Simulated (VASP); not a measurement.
# TiB2 (P6/mmm) in VASP: a series of runs

Runs on TiB2. Level: PBE. Tasks: single point.

All numbers are computed with VASP 6.6.1; they aren't measurements. Logs are shortened: lines on timing, memory, paths and dates and some standing lists are left out, and cuts for length are marked.

## Step 1: The cell of the first run

Symmetry: P6/mmm, No. 191, hexagonal system. Conventional cell: a = 3.026 Å, b = 3.026 Å, c = 3.229 Å, α = 90.00°, β = 90.00°, γ = 120.00°. Within 3.1 Å of Ti (site symmetry 6/mmm) lie 12 B at 2.38 Å and 6 Ti at 3.03 Å. B (site symmetry -6m2) has 3 B at 1.75 Å and 6 Ti at 2.38 Å within 2.4 Å.

## Step 2: Single point, PBE

Contents of INCAR:

```
SYSTEM = TiB2
  PREC = Accurate
  ENCUT = 520
  EDIFF = 1E-6
  ISMEAR = 0
  SIGMA = 0.1
  LREAL = .FALSE.
  LASPH = .TRUE.
  NELM = 60
  ALGO = Normal
  ISIF = 2
  LWAVE = .FALSE.
  LCHARG = .FALSE.
  GGA = PE
  NBANDS = 16
```

Contents of KPOINTS:

```
regular mesh
0
G
  6 6 6
  0 0 0
```

Contents of POSCAR:

```
TiB2
1.0
    3.0259273100      0.0000000000      0.0000000000
   -1.5129636600      2.6205299200      0.0000000000
    0.0000000000      0.0000000000      3.2287677100
Ti B
1 2
Direct
    0.0000000000      0.0000000000      0.0000000000
    0.3333333300      0.6666666700      0.5000000000
    0.6666666700      0.3333333300      0.5000000000
```

Potentials or basis: VASP PAW PBE potentials, release 64 (Ti_sv, B).

The run is started by

```console
> cat potpaw_PBE.64/Ti_sv/POTCAR potpaw_PBE.64/B/POTCAR > POTCAR
> mpirun -np 1 vasp_std > vasp.out
```

OUTCAR:

```text
SYSTEM = TiB2
   PREC = Accurate
   ENCUT = 520
   EDIFF = 1E-6
   ISMEAR = 0
   LREAL = .FALSE.
   LASPH = .TRUE.
   NELM = 60
   ISIF = 2
   GGA = PE

 ion  position               nearest neighbor table
   1  0.000  0.000  0.000-   2 2.38   3 2.38   2 2.38   3 2.38   3 2.38   3 2.38   2 2.38   2 2.38
                             3 2.38   3 2.38   2 2.38   2 2.38
   2  0.333  0.667  0.500-   3 1.75   3 1.75   3 1.75   1 2.38   1 2.38   1 2.38   1 2.38   1 2.38
                             1 2.38
   3  0.667  0.333  0.500-   2 1.75   2 1.75   2 1.75   1 2.38   1 2.38   1 2.38   1 2.38   1 2.38
                             1 2.38

  LATTYP: Found a hexagonal cell.
 ALAT       =     3.0259273100
 C/A-ratio  =     1.0670341285

  Lattice vectors:

 A1 = (   3.0259273100,   0.0000000000,   0.0000000000)
 A2 = (  -1.5129636600,   2.6205299200,   0.0000000000)
 A3 = (   0.0000000000,   0.0000000000,   3.2287677100)

Analysis of symmetry for initial positions (statically):
=====================================================================
 Subroutine PRICEL returns:
 Original cell was already a primitive cell.

 Routine SETGRP: Setting up the symmetry group for a
 hexagonal supercell.

 Subroutine GETGRP returns: Found 24 space group operations
 (whereof 24 operations were pure point group operations)
 out of a pool of 24 trial point group operations.

The static configuration has the point symmetry D_6h.

Analysis of symmetry for dynamics (positions and initial velocities):
=====================================================================
 Subroutine PRICEL returns:
 Original cell was already a primitive cell.

 Routine SETGRP: Setting up the symmetry group for a
 hexagonal supercell.

 Subroutine GETGRP returns: Found 24 space group operations
 (whereof 24 operations were pure point group operations)
 out of a pool of 24 trial point group operations.

The dynamic configuration has the point symmetry D_6h.

 Subroutine INISYM returns: Found 24 space group operations
 (whereof 24 operations are pure point group operations),
 and found     1 'primitive' translations

----------------------------------------------------------------------------------------

                                     Primitive cell

  volume of cell :      25.6026

  direct lattice vectors                    reciprocal lattice vectors
     3.025927310  0.000000000  0.000000000     0.330477205  0.190801104  0.000000000
    -1.512963660  2.620529920  0.000000000     0.000000000  0.381602207  0.000000000
     0.000000000  0.000000000  3.228767710     0.000000000  0.000000000  0.309715684

  length of vectors
     3.025927310  3.025927312  3.228767710     0.381602207  0.381602207  0.309715684

  position of ions in fractional coordinates (direct lattice)
     0.000000000  0.000000000  0.000000000
     0.333333330  0.666666670  0.500000000
     0.666666670  0.333333330  0.500000000

  ion indices of the primitive-cell ions
   primitive index   ion index
                 1           1
                 2           2
                 3           3

----------------------------------------------------------------------------------------

 KPOINTS: regular mesh

Automatic generation of k-mesh.
 Grid dimensions read from file:
 generate k-points for:    6    6    6

 Generating k-lattice:

  Cartesian coordinates                     Fractional coordinates (reciprocal lattice)
     0.055079534  0.031800184  0.000000000     0.166666667  0.000000000  0.000000000
     0.000000000  0.063600368  0.000000000     0.000000000  0.166666667  0.000000000
     0.000000000  0.000000000  0.051619281     0.000000000  0.000000000  0.166666667

  Length of vectors
     0.063600368  0.063600368  0.051619281

  Shift w.r.t. Gamma in fractional coordinates (k-lattice)
     0.000000000  0.000000000  0.000000000

 Subroutine IBZKPT returns following result:
 ===========================================

 Found     28 irreducible k-points:

 Following reciprocal coordinates:
            Coordinates               Weight
  0.000000  0.000000  0.000000      1.000000
  0.166667  0.000000  0.000000      6.000000
  0.333333  0.000000  0.000000      6.000000
  0.500000  0.000000  0.000000      3.000000
  0.166667  0.166667  0.000000      6.000000
  0.333333  0.166667  0.000000     12.000000
[... 16 lines left out ...]
  0.166667  0.000000  0.500000      6.000000
  0.333333  0.000000  0.500000      6.000000
 [... further k-points ...]
   k-points           NKPTS =     28   k-points in BZ     NKDIM =     28   number of bands    NBANDS=     16
   number of dos      NEDOS =    301   number of ions     NIONS =      3
   total plane-waves  NPLWV =  13824
   dimension x,y,z NGX =    24 NGY =   24 NGZ =   24
   dimension x,y,z NGXF=    48 NGYF=   48 NGZF=   48
   ions per type =               1   2
   NGX,Y,Z   is equivalent  to a cutoff of  13.19, 13.19, 12.36 a.u.
   NGXF,Y,Z  is equivalent  to a cutoff of  26.37, 26.37, 24.71 a.u.
 SYSTEM =  TiB2
   PREC   = accura    normal or accurate (medium, high low for compatibility)
   ISTART =      0    job   : 0-new  1-cont  2-samecut
   ICHARG =      2    charge: 1-file 2-atom 10-const
   ISPIN  =      1    spin polarized calculation?
   LNONCOLLINEAR =      F non collinear calculations
   LSORBIT =      F    spin-orbit coupling
   LASPH  =      T    aspherical Exc in radial PAW
   ENCUT  =  520.0 eV  38.22 Ry    6.18 a.u.   5.63  5.63  6.00*2*pi/ulx,y,z
   NELM   =     60;   NELMIN=  2; NELMDL= -5     # of ELM steps
   EDIFF  = 0.1E-05   stopping-criterion for ELM
   LREAL  =      F    real-space projection
[... 7 lines left out ...]
   TEBEG  =    0.0;   TEEND  =   0.0 temperature during run
   PSTRESS=    0.0 pullay stress
   NELECT =      18.0000    total number of electrons
   NUPDOWN=      -1.0000    fix difference up-down
   EMIN   =  10.00;   EMAX   =-10.00  energy-range for DOS
   EFERMI =   0.00;   METHOD = LEGACY
   ISMEAR =     0;   SIGMA  =   0.10  broadening in eV -4-tet -1-fermi 0-gaus
   EFERMI_NEDOS =   21; number of points for ismear=-14 and -15
   IALGO  =     38    algorithm
   IMIX   =      4    mixing-type and parameters
     AMIX     =   0.40;   BMIX     =  1.00
     AMIX_MAG =   1.60;   BMIX_MAG =  1.00
  volume/ion in A,a.u.               =       8.53        57.59
  Fermi-wavevector in a.u.,A,eV,Ry     =   1.455697  2.750868 28.831460  2.119053
  Thomas-Fermi vector in A             =   2.572701
   LORBIT       =      0    0 simple, 1 ext, 2 COOP (PROOUT), +10 PAW based schemes
   GGA     = PE    functional components
   LHFCALC =     F    Hartree Fock is set to
   AEXX    =    0.0000 exact exchange contribution
   IVDW    =     0    specifies the selected vdW correction
   LEPSILON=     F    determine dielectric tensor
   LRPA    =     F    only Hartree local field effects (RPA)
 non-spin polarized calculation
 Gauss-broadening in eV      SIGMA  =   0.10
  energy-cutoff  :      520.00
  volume of cell :       25.60
 maximum number of plane-waves:       721
 NGX is ok and might be reduce to    24
   NGX = 11   NGY = 11   NGZ = 13

 number of electron      18.0000002 magnetization

 Free energy of the ion-electron system (eV)
  ---------------------------------------------------
  ext. energy  EPLUGINS =         0.00000000
  ---------------------------------------------------
  free energy    TOTEN  =       -24.38617287 eV

  energy without entropy =      -24.38094309  energy(sigma->0) =      -24.38355798

 E-fermi :   9.7824     XC(G=0): -12.7785

 val. band max:        9.7065933552   @ k =   0.1667   0.1667   0.1667
 cond. band min:       9.8073754521   @ k =   0.1667   0.1667   0.1667
 fundamental gap:      0.1007820969
 Fermi energy:         9.7823576289

 k-point     1 :       0.0000    0.0000    0.0000
  band No.  band energies     occupation
      1     -46.9353      2.00000
      2     -23.3064      2.00000
      3     -22.9609      2.00000
      4     -22.9609      2.00000
      5      -3.5007      2.00000
      6       7.4266      2.00000
[... 8 lines left out ...]
     15      15.8050      0.00000
     16      16.9817      0.00000

 k-point     2 :       0.1667    0.0000    0.0000
  band No.  band energies     occupation
      1     -46.9216      2.00000
      2     -23.2890      2.00000
      3     -23.0652      2.00000
      4     -22.9845      2.00000
      5      -2.9726      2.00000
      6       6.0505      2.00000
[... 8 lines left out ...]
     15      18.2390      0.00000
     16      18.2674      0.00000

 k-point     3 :       0.3333    0.0000    0.0000
  band No.  band energies     occupation
      1     -46.8940      2.00000
      2     -23.2690      2.00000
      3     -23.2540      2.00000
      4     -23.0316      2.00000
      5      -1.4937      2.00000
      6       3.3772      2.00000
[... 8 lines left out ...]
     15      17.3938      0.00000
     16      18.9560      0.00000

 k-point     4 :       0.5000    0.0000    0.0000
  band No.  band energies     occupation
      1     -46.8802      2.00000
      2     -23.3688      2.00000
      3     -23.2365      2.00000
      4     -23.0550      2.00000
      5       0.6417      2.00000
      6       0.7805      2.00000
[... 8 lines left out ...]
     15      17.4802      0.00000
     16      18.2355      0.00000
[... 324 lines left out ...]
 k-point    22 :       0.0000    0.0000    0.5000
  band No.  band energies     occupation
      1     -46.9207      2.00000
      2     -23.5053      2.00000
      3     -22.9447      2.00000
      4     -22.9447      2.00000
      5      -1.5846      2.00000
      6       2.4035      2.00000
[... 8 lines left out ...]
     15      19.8441      0.00000
     16      20.2812      0.00000

 k-point    23 :       0.1667    0.0000    0.5000
  band No.  band energies     occupation
      1     -46.9072      2.00000
      2     -23.4817      2.00000
      3     -23.0448      2.00000
      4     -22.9670      2.00000
      5      -1.3223      2.00000
      6       3.0776      2.00000
[... 8 lines left out ...]
     15      18.8860      0.00000
     16      20.8861      0.00000

 k-point    24 :       0.3333    0.0000    0.5000
  band No.  band energies     occupation
      1     -46.8800      2.00000
      2     -23.4343      2.00000
      3     -23.2406      2.00000
      4     -23.0112      2.00000
      5      -0.5409      2.00000
      6       3.9900      2.00000
[... 8 lines left out ...]
     15      16.8821      0.00000
     16      22.8599      0.00000

 [... further k-points ...]

------------------------ aborting loop because EDIFF is reached ----------------------------------------

  FORCE on cell =-STRESS in cart. coord.  units (eV):
  Direction    XX          YY          ZZ          XY          YZ          ZX
  --------------------------------------------------------------------------------------
  -------------------------------------------------------------------------------------
  Total        0.3763440      0.3763440     -0.1301950     -0.0000000      0.0000000      0.0000000
  in kB       23.5510982     23.5510982     -8.1474260     -0.0000000      0.0000000      0.0000000
  external PRESSURE =      12.9849235 kB  Pullay stress =       0.0000000 kB

 VOLUME and BASIS-vectors are now :
 -----------------------------------------------------------------------------
  energy-cutoff  :      520.00
  volume of cell :       25.60
      direct lattice vectors                 reciprocal lattice vectors
     3.025927310  0.000000000  0.000000000     0.330477205  0.190801104  0.000000000
    -1.512963660  2.620529920  0.000000000     0.000000000  0.381602207  0.000000000
     0.000000000  0.000000000  3.228767710     0.000000000  0.000000000  0.309715684

 POSITION                                       TOTAL-FORCE (eV/Angst)
 -----------------------------------------------------------------------------------
      0.00000      0.00000      0.00000         0.000000      0.000000      0.000000
     -0.00000      1.74702      1.61438        -0.000000      0.000000      0.000000
      1.51296      0.87351      1.61438         0.000000      0.000000     -0.000000
 -----------------------------------------------------------------------------------
    total drift:                                0.000000     -0.000000     -0.000000

  FREE ENERGIE OF THE ION-ELECTRON SYSTEM (eV)
  ---------------------------------------------------
  free  energy   TOTEN  =       -24.3861728707 eV

  energy  without entropy=      -24.3809430850  energy(sigma->0) =      -24.38355798
```

It took 15 s on 1 thread of Intel Xeon 8259CL, shared host; peak memory 0.14 GiB.

Results:

```yaml
Free_energy: -24.3862 eV
Pressure: 1.3 GPa
Band_gap_on_the_k_mesh: zero (bands 9 and 10 overlap by 0.40 eV)
```

Levels at points of the mesh, in eV from the Fermi level:
| k point | band 7 | band 8 | band 9 | band 10 | band 11 | band 12 |
| --- | --- | --- | --- | --- | --- | --- |
| (0.00, 0.00, 0.00) | -2.36 | -2.11 | -1.89 | 2.13 | 2.13 | 3.90 |
| (0.50, 0.00, 0.00) | -3.03 | -3.00 | -2.03 | 1.57 | 3.00 | 3.46 |
| (0.00, 0.00, 0.50) | -0.31 | -0.31 | 0.06 | 0.06 | 0.69 | 0.69 |
| (0.50, 0.00, 0.50) | -4.41 | -3.58 | -2.90 | 2.70 | 3.18 | 4.70 |

Caveat: the k points lie up to 0.40 Å⁻¹ apart.

## Step 3: Single point, PBE

This run uses another cell than the first one, of 8.56 Å³/atom.

Contents of INCAR:

```
SYSTEM = TiB2
PREC     = Accurate       ! precision mode
ENCUT    = 520            ! plane-wave cutoff, eV
EDIFF    = 1E-7           ! SCF threshold, eV
ISMEAR   = 0              ! smearing method
SIGMA    = 0.1            ! smearing width, eV
LREAL    = .FALSE.        ! projectors in reciprocal space
LASPH    = .TRUE.         ! aspherical terms in the spheres
NELM     = 60             ! most SCF steps
ALGO     = Normal         ! electronic algorithm
ISIF     = 2              ! what is computed and relaxed
LWAVE    = .FALSE.        ! write WAVECAR
LCHARG   = .FALSE.        ! write CHGCAR
GGA      = PE             ! functional
NBANDS   = 16             ! bands
```

Contents of KPOINTS:

```
Automatic mesh
0
G
  15 15 14
  0 0 0
```

Contents of POSCAR:

```
TiB2
1.0
    3.0320703133      0.0000000029      0.0000000000
   -1.5160351592      2.6258499159      0.0000000000
    0.0000000000      0.0000000000      3.2235392747
Ti B
1 2
Direct
    0.0000000000      0.0000000000      0.0000000000
    0.3333333333      0.6666666667      0.5000000000
    0.6666666667      0.3333333333      0.5000000000
```

Potentials or basis: VASP PAW PBE potentials, release 64 (Ti_sv, B).

The run is started by

```console
> cat potpaw_PBE.64/Ti_sv/POTCAR potpaw_PBE.64/B/POTCAR > POTCAR
> mpirun -np 1 vasp_std > vasp.out
```

It took 100 s on 1 thread of Intel Xeon 8259CL, shared host; peak memory 0.21 GiB.

The run converged. Its results:

| Item | Value |
| --- | --- |
| Free energy | -24.4303 eV |
| Pressure | 0.2 GPa |
| Band gap on the k mesh | zero (bands 9 and 10 overlap by 0.60 eV) |

Levels at points of the mesh, in eV from the Fermi level:
```csv
k point,band 6,band 7,band 8,band 9,band 10,band 11,band 12,band 13
"(0.00, 0.00, 0.00)",-2.64,-2.64,-2.33,-2.13,1.86,1.86,3.64,3.64
"(0.00, 0.00, 0.50)",-7.63,-0.59,-0.59,-0.22,-0.22,0.41,0.41,1.63
```

The gap in the log of VASP goes by the Fermi energy; the results here count the filled bands.